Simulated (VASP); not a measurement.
# Ta (Fd-3m) in VASP: further runs, part 2 of 2

VASP 6.6.1.

## (4) Relaxation of cell and atoms, r2SCAN

POSCAR

```
Ta
1.0
    0.0000000000      2.7642669085      2.7642669085
    2.7642669085      0.0000000000      2.7642669085
    2.7642669085      2.7642669085      0.0000000000
Ta
2
Direct
    0.5000000000      0.5000000000      0.5000000000
    0.7500000000      0.7500000000      0.7500000000
```

INCAR.step1

```
PREC = Accurate ; ENCUT = 600
ISMEAR = 0 ; SIGMA = 0.1
LREAL = F ; LASPH = T
NELM = 60 ; GGA = PE
ALGO = Normal ; EDIFF = 1E-4
LWAVE = T ; LCHARG = F
```

INCAR.step2

```
PREC = Accurate ; ENCUT = 600
EDIFF = 1E-6 ; ISMEAR = 0
SIGMA = 0.1 ; LREAL = F
LASPH = T ; NELM = 60
ALGO = Normal ; ISIF = 3
LWAVE = F ; LCHARG = F
METAGGA = R2SCAN ; LMIXTAU = T
IBRION = 2 ; NSW = 90
EDIFFG = -0.04 ; ISTART = 1
```

KPOINTS

```
regular mesh
0
Gamma
  6 6 6
```

Potentials or basis: VASP PAW PBE potentials, release 64 (Ta_pv).

On the command line:

```sh
$ cat potpaw_PBE.64/Ta_pv/POTCAR > POTCAR
$ cp INCAR.step1 INCAR
$ mpirun -np 1 vasp_std > vasp.out
$ cp INCAR.step2 INCAR
$ mpirun -np 1 vasp_std > vasp.out
```

OUTCAR:

```text
PREC = Accurate
   ENCUT = 600
   EDIFF = 1E-6
   ISMEAR = 0
   LREAL = F
   LASPH = T
   NELM = 60
   ISIF = 3
   METAGGA = R2SCAN
   IBRION = 2
   NSW = 90
   EDIFFG = -0.04
   ISTART = 1

 ion  position               nearest neighbor table
   1  0.500  0.500  0.500-   2 2.39   2 2.39   2 2.39   2 2.39
   2  0.750  0.750  0.750-   1 2.39   1 2.39   1 2.39   1 2.39

  LATTYP: Found a face centered cubic cell.
 ALAT       =     5.5285338170

  Lattice vectors:

 A1 = (   0.0000000000,   2.7642669085,   2.7642669085)
 A2 = (   2.7642669085,   0.0000000000,   2.7642669085)
 A3 = (   2.7642669085,   2.7642669085,   0.0000000000)

Analysis of symmetry for initial positions (statically):
=====================================================================
[... 157 lines left out ...]

 number of electron      22.0000000 magnetization

 Free energy of the ion-electron system (eV)
  ---------------------------------------------------
  ext. energy  EPLUGINS =         0.00000000
  ---------------------------------------------------
  free energy    TOTEN  =       -89.88699043 eV

  energy without entropy =      -89.87539116  energy(sigma->0) =      -89.88119080

 E-fermi :   4.0119     XC(G=0): -12.2367

 val. band max:        3.9509253529   @ k =   0.1667   0.0000   0.0000
 cond. band min:       4.0455096093   @ k =   0.5000   0.1667   0.0000
 fundamental gap:      0.0945842564
 Fermi energy:         4.0118641630
[... 688 lines left out ...]
--------------------------------------- Ionic step        4  -------------------------------------------

 number of electron      21.9999999 magnetization

 Free energy of the ion-electron system (eV)
  ---------------------------------------------------
  ext. energy  EPLUGINS =         0.00000000
  ---------------------------------------------------
  free energy    TOTEN  =       -90.95017891 eV

  energy without entropy =      -90.92810016  energy(sigma->0) =      -90.93913954

 E-fermi :   2.0123     XC(G=0): -10.8215

 val. band max:        2.0006702078   @ k =  -0.3333   0.3333   0.1667
 cond. band min:       2.0486234145   @ k =   0.3333   0.0000   0.0000
 fundamental gap:      0.0479532067
 Fermi energy:         2.0123268291
[... 315 lines left out ...]
  FREE ENERGIE OF THE ION-ELECTRON SYSTEM (eV)
  ---------------------------------------------------
  free  energy   TOTEN  =       -90.9501789082 eV

  energy  without entropy=      -90.9281001623  energy(sigma->0) =      -90.93913954

 reached required accuracy - stopping structural energy minimisation
```

OSZICAR.step1:

```text
N       E                     dE             d eps       ncg     rms          rms(c)
DAV:   1     0.194601402140E+03    0.19460E+03   -0.14060E+04   480   0.163E+03
DAV:   2    -0.119208251432E+02   -0.20652E+03   -0.20403E+03   599   0.428E+02
DAV:   3    -0.167100717486E+02   -0.47892E+01   -0.46234E+01   571   0.598E+01
DAV:   4    -0.167754109474E+02   -0.65339E-01   -0.65312E-01   550   0.682E+00
DAV:   5    -0.167765863529E+02   -0.11754E-02   -0.11753E-02   607   0.723E-01    0.199E+01
DAV:   6    -0.166467941630E+02    0.12979E+00   -0.77389E-02   564   0.294E+00    0.115E+01
DAV:   7    -0.165882635701E+02    0.58531E-01   -0.80349E-02   543   0.325E+00    0.439E-01
DAV:   8    -0.165876022403E+02    0.66133E-03   -0.72433E-03   501   0.745E-01    0.919E-02
DAV:   9    -0.165876531160E+02   -0.50876E-04   -0.10370E-04   370   0.930E-02
   1 F= -.16587653E+02 E0= -.16580537E+02  d E =-.142331E-01
```

Wall time 2.3 min (1 thread of AMD EPYC 9R45 (Zen 5), shared host); peak memory 0.17 GiB.

Results:

```
Free energy                            : -90.9502 eV
Relaxed volume                         : 27.79 Å³/atom
Relaxed cell                           : a = 4.283 Å, b = 4.283 Å, c = 4.283 Å, α = 60.00°, β = 60.00°, γ = 60.00°
Space group after relaxing (to 0.05 Å) : Fd-3m (No. 227)
Energy gained by relaxing              : 531.6 meV/atom
Ionic steps                            : 4
Pressure after relaxing                : 0.1 GPa
Band gap on the k mesh                 : zero (band 11 reaches 2.33 eV, above the bottom of band 12 at 1.64 eV)
```

Step by step:
| step | energy change (eV) | largest force (eV/Å) | pressure (GPa) | volume (Å³) |
| --- | --- | --- | --- | --- |
| 1 | 0.0000 | 0.0000 | 31.57 | 42.24 |
| 2 | -0.2480 | 0.0000 | -12.00 | 73.14 |
| 3 | -1.0624 | 0.0000 | -0.82 | 56.08 |
| 4 | -1.0632 | 0.0000 | 0.09 | 55.57 |

Final structure:
```yaml
crystal:
  lattice:
    - [0.00000, 3.02885, 3.02885]
    - [3.02885, 0.00000, 3.02885]
    - [3.02885, 3.02885, 0.00000]
  atoms:
    - { symbol: Ta, position: [0.50000, 0.50000, 0.50000] }
    - { symbol: Ta, position: [0.75000, 0.75000, 0.75000] }
```

Caveat: the volume moved by over 15 % at a fixed basis, so the end points are rough; the PAW data sets were made with another functional, which shifts forces and pressure a little; spin-orbit coupling is left out, which moves the levels of the heavy elements.

## (5) Single point, r2SCAN

This run uses another cell than the first one, of 27.77 Å³/atom, 1.315 times its volume.

POSCAR

```
Ta
1.0
    0.0000000000      3.0281408807      3.0281408807
    3.0281408807      0.0000000000      3.0281408807
    3.0281408807      3.0281408807      0.0000000000
Ta
2
Direct
    0.0000000000      0.0000000000      0.0000000000
    0.2500000000      0.2500000000      0.2500000000
```

INCAR.step1

```
SYSTEM = Ta
PREC     = Accurate       ! precision mode
ENCUT    = 520            ! plane-wave cutoff, eV
ISMEAR   = 0              ! smearing method
SIGMA    = 0.1            ! smearing width, eV
LREAL    = .FALSE.        ! projectors in reciprocal space
LASPH    = .TRUE.         ! aspherical terms in the spheres
NELM     = 80             ! most SCF steps
NBANDS   = 18             ! bands
GGA      = PE             ! functional
ALGO     = Normal         ! electronic algorithm
EDIFF    = 1E-4           ! SCF threshold, eV
LWAVE    = .TRUE.         ! write WAVECAR
LCHARG   = .FALSE.        ! write CHGCAR
```

INCAR.step2

```
SYSTEM = Ta
PREC     = Accurate       ! precision mode
ENCUT    = 520            ! plane-wave cutoff, eV
EDIFF    = 1E-7           ! SCF threshold, eV
ISMEAR   = 0              ! smearing method
SIGMA    = 0.1            ! smearing width, eV
LREAL    = .FALSE.        ! projectors in reciprocal space
LASPH    = .TRUE.         ! aspherical terms in the spheres
NELM     = 80             ! most SCF steps
ALGO     = Normal         ! electronic algorithm
ISIF     = 2              ! what is computed and relaxed
LWAVE    = .FALSE.        ! write WAVECAR
LCHARG   = .TRUE.         ! write CHGCAR
METAGGA  = R2SCAN         ! meta-GGA
LMIXTAU  = .TRUE.       
LELF     = .TRUE.         ! ELF
LVHAR    = .TRUE.       
NBANDS   = 18             ! bands
ISTART   = 1
```

KPOINTS

```
Automatic mesh
0
G
  16 16 16
  0 0 0
```

On the command line:

```sh
$ cat potpaw_PBE.64/Ta_pv/POTCAR > POTCAR
$ cp INCAR.step1 INCAR
$ mpirun -np 1 vasp_std > vasp.out
$ cp INCAR.step2 INCAR
$ mpirun -np 1 vasp_std > vasp.out
```

Run time: 4.6 min. Hardware: 1 thread of Intel Xeon Platinum 8488C (Sapphire Rapids), shared host; peak memory 0.27 GiB.

The run converged. Its results:

```
Free energy            : -90.9633 eV
Pressure               : 0.3 GPa
Band gap on the k mesh : zero (band 11 reaches 2.81 eV, above the bottom of band 12 at 1.64 eV)
```

Levels at points of the mesh, in eV from the Fermi level:
```tsv
k point	band 8	band 9	band 10	band 11	band 12	band 13	band 14	band 15
(0.00, 0.00, 0.00)	-0.96	-0.96	-0.34	-0.34	-0.34	2.19	2.19	2.19
(0.50, 0.00, 0.00)	-1.22	-0.84	-0.84	-0.38	-0.38	-0.13	3.44	3.44
(0.50, 0.50, 0.00)	-2.02	-1.05	-1.05	-0.27	-0.27	2.04	2.04	4.50
```

Caveat: the PAW data sets were made with another functional, which shifts forces and pressure a little; spin-orbit coupling is left out, which moves the levels of the heavy elements.

## (6) Summary

```tsv
task	cell	k mesh	cutoff (eV)	gap on the mesh (eV)	pressure (GPa)
single point	a = 3.909 Å, angles 60.0°, 2 atoms	6 × 6 × 6	520	none	31.6
single point	a = 4.272 Å, angles 60.0°, 2 atoms	6 × 6 × 6	520	none	0.7
relaxation of cell and atoms	relaxed from a = 3.909 Å, angles 60.0°, 2 atoms	6 × 6 × 6	600	none	0.1
single point	a = 4.282 Å, angles 60.0°, 2 atoms	16 × 16 × 16	520	none	0.3
```

Alike in all rows: level r2SCAN; potentials or basis VASP PAW PBE potentials, release 64 (Ta_pv); no spin polarisation; smearing gaussian 0.1 eV.

Caveats: the PAW data sets were made with another functional, which shifts forces and pressure a little; spin-orbit coupling is left out, which moves the levels of the heavy elements; the volume moved by over 15 % at a fixed basis, so the end points are rough (some runs).

Absolute energies hang on the potentials; compare differences alone.
